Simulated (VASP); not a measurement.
## Tl: single point with b88 exchange, pbe correlation

Tl:

```
CELL_PARAMETERS angstrom
3.50148 0.00000 0.00000
-1.75074 3.03237 0.00000
0.00000 0.00000 5.59771
ATOMIC_POSITIONS crystal
Tl 0.66667 0.33333 0.75000
Tl 0.33333 0.66667 0.25000
```

```
Program             : VASP 6.6.1
Task                : single point
Functional          : b88 exchange, pbe correlation
Potentials or basis : VASP PAW PBE potentials, release 64 (Tl_d)
Cutoff              : 500 eV
k mesh              : 9 × 9 × 5
Occupations         : methfessel-paxton, width 0.15 eV
Spin                : collinear spin
Starting moments    : [0.05, 0.16] μB
```

The pressure is 1.6 GPa. The band gap on the k mesh is zero (filled and empty bands overlap). The net moment is 0.00 μB per cell and the valence electrons inside the program's atomic spheres are Tl 11.20.

Stress tensor (GPa, compression positive):
```
1.29 0.00 0.00
0.00 1.29 0.00
0.00 0.00 2.30
```

Levels at points of the mesh, in eV from the Fermi level:
Spin up:
```
           k point  band 9  band 10  band 11  band 12  band 13  band 14  band 15  band 16  band 17  band 18
(0.00, 0.00, 0.00)  -11.08   -11.08    -9.77    -5.12    -2.64     7.73     7.73     9.73     9.73    10.27
```
Spin down:
```tsv
k point	band 11	band 12	band 13	band 14	band 15	band 16
(0.00, 0.00, 0.00)	-9.77	-5.12	-2.64	7.73	7.73	9.73
```

It took 85 s on 1 thread of Intel(R) Xeon(R) Platinum 8259CL CPU @ 2.50GHz (Skylake/Cascade Lake), on a shared host, peak memory 0.24 GiB.

Caveat: the PAW data sets were made with another functional, which shifts forces and pressure a little; spin-orbit coupling is left out, which moves the levels of the heavy elements.
